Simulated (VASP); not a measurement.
Here is a VASP 6.6.1 calculation.

Contents of INCAR:

```
PREC = Accurate
ENCUT = 500
EDIFF = 1E-6
ISMEAR = -1
SIGMA = 0.1
LREAL = False
LASPH = True
NELM = 200
ALGO = Normal
ISIF = 2
LWAVE = False
LCHARG = False
ISPIN = 2
MAGMOM = 3 0
LORBIT = 11
NUPDOWN = 3.0
LMAXMIX = 4
LDAU = True
LDAUTYPE = 2
LDAUL = 2 -1
LDAUU = 3.9 0
LDAUJ = 0 0
LDAUPRINT = 1
GGA = PS
NBANDS = 20
GGA_COMPAT = False
```

Contents of KPOINTS:

```
regular mesh
0
Gamma
  6 6 6
```

Contents of POSCAR:

```
MnS
1.0
    0.0000000000      2.7950000000      2.7950000000
    2.7950000000      0.0000000000      2.7950000000
    2.7950000000      2.7950000000      0.0000000000
Mn S
1 1
Direct
    0.0000000000      0.0000000000      0.0000000000
    0.7500000000      0.7500000000      0.7500000000
```

Potentials or basis: VASP PAW PBE potentials, release 64 (Mn_pv, S).

Launch:

```sh
$ cat potpaw_PBE.64/Mn_pv/POTCAR potpaw_PBE.64/S/POTCAR > POTCAR
$ mpirun -np 1 vasp_std > vasp.out
```

Q: What does it give for the pressure?

A: -11.9 GPa.

Eigenvalues of the final occupation matrices:
```tsv
site	spin	trace	eigenvalues
site 1 d	1	4.20	0.80 0.80 0.80 0.90 0.90
site 1 d	2	0.85	0.05 0.05 0.25 0.25 0.25
```

Caveat: the cell stands under tension; the PAW data sets were made with another functional, which shifts forces and pressure a little; the total moment is fixed, so each spin has its own Fermi level and the state may be an excited one; a cell with one magnetic atom can't hold antiferromagnetic order, which such compounds often take. The state reached can hang on the start; a lower one may exist.
